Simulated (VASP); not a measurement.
A run of VASP 6.6.1 is set up as follows.

INCAR

```
SYSTEM = SnSe2
PREC = Accurate
ENCUT = 520
EDIFF = 1E-6
ISMEAR = -1
SIGMA = 0.052
LREAL = Auto
LASPH = .TRUE.
NELM = 80
ALGO = Normal
ISIF = 2
LWAVE = .FALSE.
LCHARG = .FALSE.
GGA = PE
NBANDS = 122
```

KPOINTS

```
Automatic mesh
0
G
  2 2 2
  0 0 0
```

Contents of POSCAR:

```
SnSe2
1.0
    0.0000000000      6.8137107265      6.8137107265
    6.8137107265      0.0000000000      6.8137107265
    6.8137107265      6.8137107265      0.0000000000
Sn Se
8 16
Direct
    0.0002937460     -0.0000693455      0.0011960443
    0.0008967947     -0.0002410581      0.4996350207
    0.0007870161      0.5005132500     -0.0015898092
   -0.0009571143      0.5008490435      0.5007112331
    0.4985495623      0.0002588164      0.0006980778
    0.5005729825      0.0005351709      0.5011239304
    0.5013008531      0.4988124880     -0.0010707822
    0.5003506367      0.4989839805      0.5006865770
    0.1249756607      0.1237908438      0.1258791332
    0.3746713212      0.3761766683      0.3748531604
    0.1250216709      0.1246675320      0.6241116876
    0.3728833820      0.3741135487      0.8752302144
    0.1245662656      0.6262406303      0.1232104698
    0.3752850103      0.8743374556      0.3735272309
    0.1232594153      0.6263691212      0.6260406658
    0.3752509613      0.8761329530      0.8754571099
    0.6255054949      0.1235490519      0.1250084622
    0.8767834063      0.3743019923      0.3755858742
    0.6260398586      0.1267332199      0.6237945329
    0.8758065523      0.3744211638      0.8769238584
    0.6232187820      0.6261904374      0.1228287395
    0.8747211673      0.8733324966      0.3774458739
    0.6259920873      0.6252422756      0.6232339720
    0.8750494759      0.8731358343      0.8764522358
```

Potentials or basis: VASP PAW PBE potentials, release 64 (Sn_d, Se).

Run with:

```bash
$ cat potpaw_PBE.64/Sn_d/POTCAR potpaw_PBE.64/Se/POTCAR > POTCAR
$ mpirun -np 1 vasp_std > vasp.out
```

(1) What does it give for the band gap on the k mesh?

(2) Estimate the largest force.

(3) Estimate the pressure.

Answers

(1) zero (bands 104 and 105 overlap by 0.25 eV).

(2) 0.087 eV/Å.

(3) 1.6 GPa.

Caveat: the k points lie up to 0.40 Å⁻¹ apart; the atoms stand as in a frame of molecular dynamics; the structure was generated, so it needn't be the stable form of SnSe2; semilocal functionals underestimate gaps, and a narrow one can read as zero; spin-orbit coupling is left out, which moves the levels of the heavy elements.
